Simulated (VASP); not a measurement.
Runs of VASP 6.6.1 on Au. The structure is that of space group P6_3/mmc (No. 194), or close to it. The cells are those of the table. 

```csv
task,potentials or basis,cell,cutoff (eV),second run,gap on the mesh (eV),pressure (GPa)
single point,"VASP PAW PBE potentials, release 64 (Au)","a = 2.957, b = 2.957, c = 4.976 Å, angles 90.0, 90.0, 120.0°, 2 atoms",520,-,none,-13.0
single point,"VASP PAW PBE potentials, release 64 (Au)","a = 2.987, b = 2.987, c = 4.880 Å, angles 90.0, 90.0, 120.0°, 2 atoms",520,-,none,-13.0
electric field gradients,"VASP PAW PBE potentials, release 64 (Au)","a = 2.958, b = 2.958, c = 4.880 Å, angles 90.0, 90.0, 120.0°, 2 atoms",520,-,none,-11.2
electric field gradients,"VASP PAW PBE potentials, release 64 (Au)","a = 2.841, b = 2.841, c = 4.781 Å, angles 90.0, 90.0, 120.0°, 2 atoms",520,-,none,3.1
electric field gradients,"VASP PAW PBE potentials, release 64 (Au)","a = 2.890, b = 2.890, c = 4.864 Å, angles 90.0, 90.0, 120.0°, 2 atoms",520,-,none,-5.3
electric field gradients,"VASP PAW PBE potentials, release 64 (Au)","a = 2.861, b = 2.861, c = 4.814 Å, angles 90.0, 90.0, 120.0°, 2 atoms",520,-,none,(b)
electric field gradients,"VASP PAW PBE potentials, release 64 (Au)","a = 2.813, b = 2.813, c = 4.880 Å, angles 90.0, 90.0, 120.0°, 2 atoms",520,-,none,3.5
electric field gradients,"VASP PAW PBE potentials, release 64 (Au_sv_GW)","a = 2.841, b = 2.841, c = 4.781 Å, angles 90.0, 90.0, 120.0°, 2 atoms",400,valence_matched,none,(a)
```

Alike in all rows: level PBEsol; no spin polarisation; k mesh 14 × 14 × 8; smearing fermi-dirac 0.03 eV.

Task: Estimate the missing entries.

Result: (a) -0.7; (b) -0.6.

Caveats: the PAW data sets were made with another functional, which shifts forces and pressure a little; spin-orbit coupling is left out, which moves the levels of the heavy elements.

A k mesh can miss the band edges, and the runs leave out spin-orbit coupling on Au.

A gap of «none» marks levels without a gap at the run's occupations.

The runs don't all hold the same shells in valence.
